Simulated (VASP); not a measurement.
# Ta2N (P-31m) in VASP: a series of runs

The runs below take Ta2N through single point, with PBEsol.

Everything below comes from runs of VASP 6.6.1. Logs are shortened: lines on timing, memory, paths and dates and some standing lists are left out, and cuts for length are marked.

### 1 The cell of the first run

Symmetry: P-31m, No. 162, trigonal system. Conventional cell: a = 5.318 Å, b = 5.318 Å, c = 4.958 Å, α = 90.00°, β = 90.00°, γ = 120.00°. Ta (site symmetry m) has 3 N at 2.15 to 2.17 Å within 2.9 Å. Within 2.9 Å of N (site symmetry 32) lie 6 Ta at 2.17 Å. Within 2.9 Å of N (site symmetry -3m) lie 6 Ta at 2.15 Å.

### 2 Single point, PBEsol (13.49 Å³/atom)

Input file INCAR:

```
SYSTEM = Ta2N
ALGO = Normal
EDIFF = 1E-7
ENCUT = 520
GGA = PS
ISIF = 2
ISMEAR = 0
LASPH = .True.
LCHARG = .True.
LELF = .True.
LREAL = .False.
LVHAR = .True.
LWAVE = .False.
NBANDS = 50
NELM = 100
PREC = Accurate
SIGMA = 0.1
```

Input file KPOINTS:

```
k-points
0
Gamma
  12 12 8
  0 0 0
```

Input file POSCAR:

```
Ta2N
1.0
    5.3181418084      0.0000000000      0.0000000000
   -2.6590709042      4.6056459070      0.0000000000
    0.0000000000      0.0000000000      4.9576615813
Ta N
6 3
Direct
    0.6671169908      0.6671169908      0.7523493379
    0.0000000000      0.3328830092      0.7523493379
    0.3328830092      0.0000000000      0.7523493379
    0.3328830092      0.3328830092      0.2476506621
    0.0000000000      0.6671169908      0.2476506621
    0.6671169908      0.0000000000      0.2476506621
    0.6666666667      0.3333333333      0.5000000000
    0.3333333333      0.6666666667      0.5000000000
    0.0000000000      0.0000000000      0.0000000000
```

Potentials or basis: VASP PAW PBE potentials, release 64 (Ta_pv, N).

Started as:

```console
> cat potpaw_PBE.64/Ta_pv/POTCAR potpaw_PBE.64/N/POTCAR > POTCAR
> mpirun -np 1 vasp_std > vasp.out
```

OUTCAR:

```text
SYSTEM = Ta2N
   EDIFF = 1E-7
   ENCUT = 520
   GGA = PS
   ISIF = 2
   ISMEAR = 0
   LASPH = .True.
   LREAL = .False.
   NELM = 100
   PREC = Accurate

 ion  position               nearest neighbor table
   1  0.667  0.667  0.752-   9 2.15   7 2.17   8 2.17   6 3.03   5 3.03   4 3.03   6 3.07   5 3.07
                             2 3.07   3 3.07   4 3.07   3 3.07   2 3.07   2 3.07   3 3.07
   2  0.000  0.333  0.752-   9 2.15   7 2.17   8 2.17   6 3.03   4 3.03   5 3.03   6 3.07   4 3.07
                             1 3.07   3 3.07   5 3.07   3 3.07   1 3.07   1 3.07   3 3.07
   3  0.333  0.000  0.752-   9 2.15   8 2.17   7 2.17   5 3.03   4 3.03   6 3.03   4 3.07   5 3.07
                             2 3.07   1 3.07   6 3.07   2 3.07   1 3.07   2 3.07   1 3.07
   4  0.333  0.333  0.248-   9 2.15   8 2.17   7 2.17   3 3.03   2 3.03   1 3.03   3 3.07   2 3.07
                             5 3.07   6 3.07   1 3.07   6 3.07   5 3.07   5 3.07   6 3.07
   5  0.000  0.667  0.248-   9 2.15   8 2.17   7 2.17   3 3.03   1 3.03   2 3.03   3 3.07   1 3.07
                             4 3.07   6 3.07   2 3.07   6 3.07   4 3.07   4 3.07   6 3.07
   6  0.667  0.000  0.248-   9 2.15   7 2.17   8 2.17   2 3.03   1 3.03   3 3.03   1 3.07   2 3.07
                             5 3.07   4 3.07   3 3.07   5 3.07   4 3.07   4 3.07   5 3.07
   7  0.667  0.333  0.500-   6 2.17   2 2.17   5 2.17   3 2.17   1 2.17   4 2.17
   8  0.333  0.667  0.500-   3 2.17   5 2.17   2 2.17   6 2.17   4 2.17   1 2.17
   9  0.000  0.000  0.000-   1 2.15   2 2.15   4 2.15   5 2.15   3 2.15   6 2.15

  LATTYP: Found a hexagonal cell.
 ALAT       =     5.3181418084
 C/A-ratio  =     0.9322168832

  Lattice vectors:

 A1 = (   5.3181418084,   0.0000000000,   0.0000000000)
 A2 = (  -2.6590709042,   4.6056459070,   0.0000000000)
 A3 = (   0.0000000000,   0.0000000000,   4.9576615813)

Analysis of symmetry for initial positions (statically):
=====================================================================
 Subroutine PRICEL returns:
 Original cell was already a primitive cell.

 Routine SETGRP: Setting up the symmetry group for a
 hexagonal supercell.

 Subroutine GETGRP returns: Found 12 space group operations
 (whereof 12 operations were pure point group operations)
 out of a pool of 24 trial point group operations.

The static configuration has the point symmetry D_3d.

Analysis of symmetry for dynamics (positions and initial velocities):
=====================================================================
 Subroutine PRICEL returns:
 Original cell was already a primitive cell.

 Routine SETGRP: Setting up the symmetry group for a
 hexagonal supercell.
[... 128 lines left out ...]
   TEBEG  =    0.0;   TEEND  =   0.0 temperature during run
   PSTRESS=    0.0 pullay stress
   NELECT =      81.0000    total number of electrons
   NUPDOWN=      -1.0000    fix difference up-down
   EMIN   =  10.00;   EMAX   =-10.00  energy-range for DOS
   EFERMI =   0.00;   METHOD = LEGACY
   ISMEAR =     0;   SIGMA  =   0.10  broadening in eV -4-tet -1-fermi 0-gaus
   EFERMI_NEDOS =   21; number of points for ismear=-14 and -15
   IALGO  =     38    algorithm
   IMIX   =      4    mixing-type and parameters
     AMIX     =   0.40;   BMIX     =  1.00
     AMIX_MAG =   1.60;   BMIX_MAG =  1.00
  volume/ion in A,a.u.               =      13.49        91.05
  Fermi-wavevector in a.u.,A,eV,Ry     =   1.430411  2.703084 27.838534  2.046075
  Thomas-Fermi vector in A             =   2.550259
   LORBIT       =      0    0 simple, 1 ext, 2 COOP (PROOUT), +10 PAW based schemes
   GGA     = PS    functional components
   LHFCALC =     F    Hartree Fock is set to
   AEXX    =    0.0000 exact exchange contribution
   IVDW    =     0    specifies the selected vdW correction
   LEPSILON=     F    determine dielectric tensor
   LRPA    =     F    only Hartree local field effects (RPA)
 non-spin polarized calculation
 Gauss-broadening in eV      SIGMA  =   0.10
  energy-cutoff  :      520.00
  volume of cell :      121.43
 maximum number of plane-waves:      3296
   NGX = 19   NGY = 19   NGZ = 19

 number of electron      81.0000002 magnetization

 Free energy of the ion-electron system (eV)
  ---------------------------------------------------
  ext. energy  EPLUGINS =         0.00000000
  ---------------------------------------------------
  free energy    TOTEN  =      -110.46278019 eV

  energy without entropy =     -110.44864897  energy(sigma->0) =     -110.45571458

 E-fermi :   7.2140     XC(G=0): -13.0204

 val. band max:        7.2107490080   @ k =   0.3333   0.0000   0.0000
 cond. band min:       7.2170841049   @ k =   0.0833   0.0833   0.5000
 fundamental gap:      0.0063350969
 Fermi energy:         7.2140254639

 k-point     1 :       0.0000    0.0000    0.0000
  band No.  band energies     occupation
      1     -28.4742      2.00000
      2     -28.1030      2.00000
      3     -27.9509      2.00000
      4     -27.9509      2.00000
      5     -27.9394      2.00000
      6     -27.9394      2.00000
[... 1261 lines left out ...]
     49      10.1615      0.00000
     50      10.5854      0.00000

 [... further k-points ...]

------------------------ aborting loop because EDIFF is reached ----------------------------------------

  FORCE on cell =-STRESS in cart. coord.  units (eV):
  Direction    XX          YY          ZZ          XY          YZ          ZX
  --------------------------------------------------------------------------------------
  -------------------------------------------------------------------------------------
  Total       -6.0417485     -6.0417485     -6.0480678      0.0000000      0.0000000      0.0000000
  in kB      -79.7160720    -79.7160720    -79.7994491      0.0000000      0.0000000      0.0000000
  external PRESSURE =     -79.7438644 kB  Pullay stress =       0.0000000 kB

 VOLUME and BASIS-vectors are now :
 -----------------------------------------------------------------------------
  energy-cutoff  :      520.00
  volume of cell :      121.43
      direct lattice vectors                 reciprocal lattice vectors
     5.318141808  0.000000000  0.000000000     0.188035603  0.108562406  0.000000000
    -2.659070904  4.605645907  0.000000000     0.000000000  0.217124812  0.000000000
     0.000000000  0.000000000  4.957661581     0.000000000  0.000000000  0.201708000

 POSITION                                       TOTAL-FORCE (eV/Angst)
 -----------------------------------------------------------------------------------
      1.77391      3.07250      3.72989        -0.000810     -0.001403      0.014263
     -0.88516      1.53314      3.72989        -0.000810      0.001403      0.014263
      1.77032      0.00000      3.72989         0.001620      0.000000      0.014263
      0.88516      1.53314      1.22777         0.000810      0.001403     -0.014263
     -1.77391      3.07250      1.22777         0.000810     -0.001403     -0.014263
      3.54782      0.00000      1.22777        -0.001620     -0.000000     -0.014263
      2.65907      1.53522      2.47883         0.000000      0.000000     -0.000000
     -0.00000      3.07043      2.47883         0.000000     -0.000000     -0.000000
      0.00000      0.00000      0.00000         0.000000      0.000000     -0.000000
 -----------------------------------------------------------------------------------
    total drift:                               -0.000000      0.000000     -0.000000

  FREE ENERGIE OF THE ION-ELECTRON SYSTEM (eV)
  ---------------------------------------------------
  free  energy   TOTEN  =      -110.4627801869 eV

  energy  without entropy=     -110.4486489732  energy(sigma->0) =     -110.45571458
```

stdout:

```text
POSCAR found type information on POSCAR TaN
 POSCAR found :  2 types and       9 ions
 scaLAPACK will be used
 -----------------------------------------------------------------------------
|                                                                             |
|                                                                             |
|     You enforced a specific xc type in the INCAR file but a different       |
|     I HOPE YOU KNOW WHAT YOU ARE DOING!                                     |
|                                                                             |
 -----------------------------------------------------------------------------

 LDA part: xc-table for (Slater+PW92), standard interpolation
 POSCAR, INCAR and KPOINTS ok, starting setup
 FFT: planning ... GRIDC
 FFT: planning ... GRID_SOFT
 FFT: planning ... GRID
 WAVECAR not read
 entering main loop
```

Wall time 6.5 min (1 thread of Intel Xeon 6975P-C (Granite Rapids), shared host); peak memory 0.65 GiB.

Results:

```yaml
Free_energy: -110.4628 eV
Pressure: -8.0 GPa
Largest_force: 0.014 eV/Å
Band_gap_on_the_k_mesh: zero (an odd number of electrons rules out a gap without spin polarisation)
```

Forces in eV/Å, atoms in the order of the input:
```
Ta  -0.001 -0.001  0.014
Ta  -0.001  0.001  0.014
Ta   0.002  0.000  0.014
Ta   0.001  0.001 -0.014
Ta   0.001 -0.001 -0.014
Ta  -0.002  0.000 -0.014
N    0.000  0.000  0.000
N    0.000  0.000  0.000
N    0.000  0.000  0.000
```

Caveat: the cell stands under tension; the PAW data sets were made with another functional, which shifts forces and pressure a little; spin-orbit coupling is left out, which moves the levels of the heavy elements.

### 3 Single point, PBEsol (equal strain along all axes, cell held: -1.0 %, then relaxed in part)

Input file INCAR:

```
SYSTEM = Ta2N
ALGO = Normal
EDIFF = 1E-6
ENCUT = 520
GGA = PS
ISIF = 2
ISMEAR = 0
LASPH = .TRUE.
LCHARG = .FALSE.
LREAL = .FALSE.
LWAVE = .FALSE.
NBANDS = 50
NELM = 100
PREC = Accurate
SIGMA = 0.1
```

Input file KPOINTS:

```
k-points
0
G
  12 12 8
  0 0 0
```

Input file POSCAR:

```
Ta2N
1.0
    5.2114566127      0.0000000000      0.0000000000
   -2.6057283064      4.5132538173      0.0000000000
    0.0000000000      0.0000000000      4.8634763815
Ta N
6 3
Direct
    0.6665327585      0.6665327585      0.7531866592
    0.0000000000      0.3334672415      0.7531866592
    0.3334672415      0.0000000000      0.7531866592
    0.3334672415      0.3334672415      0.2468133408
    0.0000000000      0.6665327585      0.2468133408
    0.6665327585      0.0000000000      0.2468133408
    0.6666666667      0.3333333333      0.5000000000
    0.3333333333      0.6666666667      0.5000000000
    0.0000000000      0.0000000000      0.0000000000
```

Potentials or basis: VASP PAW PBE potentials, release 64 (Ta_pv, N).

Started as:

```console
> cat potpaw_PBE.64/Ta_pv/POTCAR potpaw_PBE.64/N/POTCAR > POTCAR
> mpirun -np 1 vasp_std > vasp.out
```

Run time: 5.9 min. Hardware: 1 thread of AMD EPYC 9R45 (Zen 5), shared host; peak memory 0.58 GiB.

Results (log left out):

* Free energy: -110.4267 eV
* Pressure: 10.4 GPa
* Largest force: 0.019 eV/Å
* Band gap on the k mesh: zero (an odd number of electrons rules out a gap without spin polarisation)

Forces on the atoms (eV/Å):
```
Ta   0.000 -0.001  0.019
Ta   0.000  0.001  0.019
Ta   0.001  0.000  0.019
Ta   0.000  0.001 -0.019
Ta   0.000 -0.001 -0.019
Ta  -0.001  0.000 -0.019
N    0.000  0.000  0.000
N    0.000  0.000  0.000
N    0.000  0.000  0.000
```

Stress tensor (GPa, compression positive):
```
10.31  0.00  0.00
 0.00 10.31  0.00
 0.00  0.00 10.59
```

Levels at points of the mesh, in eV from the Fermi level:
| k point | band 38 | band 39 | band 40 | band 41 | band 42 | band 43 | band 44 | band 45 |
| --- | --- | --- | --- | --- | --- | --- | --- | --- |
| (0.00, 0.00, 0.00) | -0.90 | -0.52 | -0.52 | -0.39 | -0.15 | -0.15 | 0.72 | 0.72 |
| (0.50, 0.00, 0.00) | -2.09 | -1.44 | 0.39 | 0.60 | 0.97 | 1.02 | 1.92 | 2.38 |
| (0.00, 0.00, 0.50) | -1.80 | -1.46 | -1.46 | -1.02 | 0.66 | 0.66 | 0.85 | 2.15 |
| (0.50, 0.00, 0.50) | -1.35 | -1.30 | -0.81 | -0.06 | 0.14 | 0.18 | 0.66 | 1.03 |

Caveat: the cell differs from its parent crystal (equal strain along all axes, cell held: -1.0 %, then relaxed in part); the cell stands under pressure; the PAW data sets were made with another functional, which shifts forces and pressure a little; spin-orbit coupling is left out, which moves the levels of the heavy elements.
